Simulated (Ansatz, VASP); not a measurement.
One calculation of KCl, two programs

```xyz
2
Lattice="0.0000 3.1976 3.1976 3.1976 0.0000 3.1976 3.1976 3.1976 0.0000" Properties=species:S:1:pos:R:3 pbc="T T T"
K     0.0000    0.0000    0.0000
Cl    3.1976    3.1976    3.1976
```

Change from the starting cell: volume scaled by 1.04, crystal datasets.

Alike in both runs: task electric field gradients; functional PBEsol; k mesh 7 × 7 × 7; occupations fermi-dirac, width 0.03 eV; no spin polarisation.

|  | VASP | Ansatz |
| --- | --- | --- |
| version | VASP 6.6.1 | Ansatz 0.2.0 |
| potentials or method | VASP PAW PBE potentials, release 64 (K_sv, Cl), cutoff 520 eV | all-electron PAW with datasets made for the crystal, scalar-relativistic |

|  | VASP | Ansatz | Ansatz less VASP |
| --- | --- | --- | --- |
| gap on the k mesh at the Fermi level (eV) | 4.88 | 4.88 | +0.003 |
| pressure (GPa) | -1.1 | -1.1 | -0.03 |

VASP's potentials were made for PBE, not for PBEsol. Ansatz ran all-electron here, and VASP with PAW potentials.
